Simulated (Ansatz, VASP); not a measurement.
# InSb in VASP and in Ansatz

Contents of INCAR:

```
SYSTEM = InSb
PREC = Accurate
ENCUT = 520
EDIFF = 1E-8
ISMEAR = -1
SIGMA = 0.03
LREAL = .False.
LASPH = .True.
NELM = 80
ALGO = Normal
ISIF = 2
LWAVE = .False.
LCHARG = .False.
GGA = PE
LEFG = .True.
NBANDS = 16
```

KPOINTS

```
regular mesh
0
Gamma
  10 10 10
  0 0 0
```

POSCAR

```
InSb
1.0
    0.0000000000      3.1743180000      3.2391000000
    3.1743180000      0.0000000000      3.2391000000
    3.1743180000      3.1743180000      0.0000000000
In Sb
1 1
Direct
    0.0000000000      0.0000000000      0.0000000000
    0.7500000000      0.7500000000      0.7500000000
```

Input for Ansatz:

```yaml
crystal:
  lattice:
    - [0.0, 3.174318, 3.2391]
    - [3.174318, 0.0, 3.2391]
    - [3.174318, 3.174318, 0.0]
  atoms:
    - { symbol: In, position: [0.0, 0.0, 0.0] }
    - { symbol: Sb, position: [0.75, 0.75, 0.75] }
kpoints:
  mp_grid: { grid: [10, 10, 10] }
scf:
  occupations: { method: fermi_dirac, width: 0.03 }
hamiltonian:
  xc: pbe
  pseudopotentials: { kind: paw }
output:
  forces: true
  stress: true
  eigenvalues: true
  efg: { contact_densities: true }
  write_density: true
  write_potential: true
  elf: true
  volumetric_format: npy
```

Change from the starting cell: equal xx and yy strain of -2 %, PAW files.

Alike in both runs: task electric field gradients; functional PBE; k mesh 10 × 10 × 10; occupations fermi-dirac, width 0.03 eV; no spin polarisation.

```csv
,VASP,Ansatz
version,VASP 6.6.1,Ansatz 0.2.0
potentials or method,"VASP PAW PBE potentials, release 64 (In_d, Sb)","PAW with Ansatz's default frozen-core files, scalar-relativistic"
plane-wave cutoff (eV),520,420
valence electrons in the cell,18,28
```

```tsv
	VASP	Ansatz	Ansatz less VASP
pressure (GPa)	5.4	5.4	+0.02
traceless stress, the component that is largest in VASP (GPa)	-0.35	-0.35	+0.002
size of Vzz on the site where it differs most (V/Å²)	5.7	6.3	+0.58
```

With one functional, cell and mesh, what is left measures potentials, basis and numerics. VASP's potentials hold 18 valence electrons a cell and Ansatz's 28, so a difference there can come from the potentials and not from the codes.

Spin-orbit coupling is off throughout.
